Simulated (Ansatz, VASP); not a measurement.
P in VASP and in Ansatz

```xyz
2
Lattice="-1.7857 2.6552 1.6681 1.7857 -2.6552 1.6681 1.7857 2.6552 -1.6681" Properties=species:S:1:pos:R:3 pbc="T T T"
P     0.0000    3.9828    0.1778
P     1.7857   -1.3276    1.4902
```

Alike in both runs: task single point; functional LDA; k mesh 20 × 20 × 20; occupations gaussian, width 0.15 eV; no spin polarisation.

|  | VASP | Ansatz |
| --- | --- | --- |
| version | VASP 6.6.1 | Ansatz 0.2.0 |
| potentials or method | VASP PAW LDA potentials, release 64 (P), cutoff 520 eV | scalar-relativistic, plane waves, PAW |
| valence electrons in the cell | 10 | 10 |

Ansatz gave:

```
gap on the k mesh at the Fermi level (eV)                     : none
pressure (GPa)                                                : -2.8
traceless stress, the component that is largest in VASP (GPa) : 15.84
rms of the force components (eV/Å)                            : 0.524
```

Question: Which values does VASP return?

Answer: gap on the k mesh at the Fermi level (eV): none; pressure (GPa): -3.0; traceless stress, the component that is largest in VASP (GPa): 15.94; rms of the force components (eV/Å): 0.503.

LDA's correlation is that of Perdew and Zunger in VASP and of Perdew and Wang (1992) in Ansatz. Atom by atom the forces differ by 0.021 eV/Å (rms over components). A gap of «none» marks a metal or a gap that the smearing closes.
